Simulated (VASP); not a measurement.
Here is a VASP 6.6.1 calculation.

Contents of INCAR:

```
SYSTEM = Zr
PREC = Accurate
ENCUT = 520
EDIFF = 1E-6
ISMEAR = 0
SIGMA = 0.1
LREAL = .FALSE.
LASPH = .TRUE.
NELM = 100
ALGO = Normal
ISIF = 2
LWAVE = .FALSE.
LCHARG = .TRUE.
GGA = PS
LELF = .TRUE.
LVHAR = .TRUE.
NBANDS = 19
```

Contents of KPOINTS:

```
Automatic mesh
0
G
  6 6 4
  0 0 0
```

POSCAR

```
Zr
1.0
    3.1840534306      0.0000000000      0.0000000000
   -1.5920267153      2.7574711579      0.0000000000
    0.0000000000      0.0000000000      5.1075306542
Zr
2
Direct
    0.3333333333      0.6666666667      0.2500000000
    0.6666666667      0.3333333333      0.7500000000
```

Potentials or basis: VASP PAW PBE potentials, release 64 (Zr_sv).

Command:

```sh
$ cat potpaw_PBE.64/Zr_sv/POTCAR > POTCAR
$ mpirun -np 1 vasp_std > vasp.out
```

(1) What does it give for the pressure?

(2) What does it give for the band gap on the k mesh?

Answers

(1) 0.0 GPa.

(2) zero (band 12 reaches 10.17 eV, above the bottom of band 13 at 9.31 eV).

Caveat: the k points lie up to 0.38 Å⁻¹ apart; the PAW data sets were made with another functional, which shifts forces and pressure a little.
